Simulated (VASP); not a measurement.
Wanted: the native input for a VASP 6.6.1 run.

- Task: single point
- Functional: LDA
- Potentials or basis: VASP PAW LDA potentials, release 64 (Te, Sn_d)
- Cutoff: 520 eV
- k mesh: 6 × 6 × 6
- Occupations: fermi-dirac, width 0.05 eV
- Spin: no spin polarisation
- Dipole correction: no
- Further INCAR settings: ALGO = Normal; EDIFF = 1e-06; NBANDS = 24

The structure of SnTe3 lies in POSCAR:

```
SnTe3
1.0
    0.0000000000      3.8612190000      3.8612190000
    3.8612190000      0.0000000000      3.8612190000
    3.8612190000      3.8612190000      0.0000000000
Te Sn
3 1
Direct
    0.5000000000      0.5000000000      0.5000000000
    0.7500000000      0.7500000000      0.7500000000
    0.2500000000      0.2500000000      0.2500000000
    0.0000000000      0.0000000000      0.0000000000
```

The input as run:

INCAR

```
SYSTEM = SnTe3
PREC = Accurate ; ENCUT = 520
EDIFF = 1E-6 ; ISMEAR = -1
SIGMA = 0.05 ; LREAL = .FALSE.
LASPH = .TRUE. ; NELM = 60
ALGO = Normal ; ISIF = 2
LWAVE = .FALSE. ; LCHARG = .FALSE.
GGA = CA ; NBANDS = 24
```

KPOINTS

```
regular mesh
0
G
  6 6 6
  0 0 0
```

Potentials or basis: VASP PAW LDA potentials, release 64 (Te, Sn_d).

Launch:

```bash
$ cat potpaw_LDA.64/Te/POTCAR potpaw_LDA.64/Sn_d/POTCAR > POTCAR
$ mpirun -np 1 vasp_std > vasp.out
```

It gave:

| Item | Value |
| --- | --- |
| Pressure | -3.8 GPa |
| Band gap on the k mesh | zero (band 16 reaches 7.94 eV, above the bottom of band 17 at 5.72 eV) |

Caveat: spin-orbit coupling is left out, which moves the levels of the heavy elements.

Run time: 18 s on 1 thread of Intel(R) Xeon(R) 6975P-C (Granite Rapids), with other jobs on the host, peak memory 0.23 GiB.
